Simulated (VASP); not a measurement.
Write the native input for VASP 6.6.1 that does the following.

| Item | Value |
| --- | --- |
| Task | single point |
| Functional | PBEsol |
| Potentials or basis | VASP PAW PBE potentials, release 64 (Fe) |
| Cutoff | 520 eV |
| k mesh | 13 × 13 × 13 |
| Occupations | fermi-dirac, width 0.05 eV |
| Spin | collinear spin, ferromagnetic start |
| Starting moments | [3.0] μB |
| Dipole correction | no |
| Further INCAR settings | ALGO = Normal; EDIFF = 1e-06; NBANDS = 14 |

The structure of Fe lies in POSCAR:

```
Fe
1.0
   -1.4815330000      1.4342380000      1.4590090000
    1.4675270000     -1.4309640000      1.4417290000
    1.4535380000      1.4029680000     -1.4557350000
Fe
1
Direct
   -0.0127860000     -0.0069470000     -0.0146850000
```

This cell differs from its parent crystal: the cell strained at random.

The input as run:

INCAR

```
SYSTEM = Fe
  ALGO = Normal
  EDIFF = 1E-6
  ENCUT = 520
  GGA = PS
  ISIF = 2
  ISMEAR = -1
  ISPIN = 2
  LASPH = .TRUE.
  LCHARG = .FALSE.
  LMAXMIX = 4
  LORBIT = 11
  LREAL = .FALSE.
  LWAVE = .FALSE.
  MAGMOM = 3
  NBANDS = 14
  NELM = 150
  PREC = Accurate
  SIGMA = 0.05
```

KPOINTS

```
k-points
0
G
  13 13 13
  0 0 0
```

Potentials or basis: VASP PAW PBE potentials, release 64 (Fe).

The run is started by

```console
$ cat potpaw_PBE.64/Fe/POTCAR > POTCAR
$ mpirun -np 1 vasp_std > vasp.out
```

It gave:

* Pressure: -17.4 GPa
* Net moment: 2.30 μB per cell
* Site moments: Fe +2.30 μB
* Valence electrons inside the program's atomic spheres: Fe 7.16

Caveat: the cell differs from its parent crystal (the cell strained at random); the cell stands under tension; the PAW data sets were made with another functional, which shifts forces and pressure a little.

It took 2.8 min on 1 thread of Intel(R) Xeon(R) Platinum 8559C (Emerald Rapids), on a shared host, peak memory 0.37 GiB.
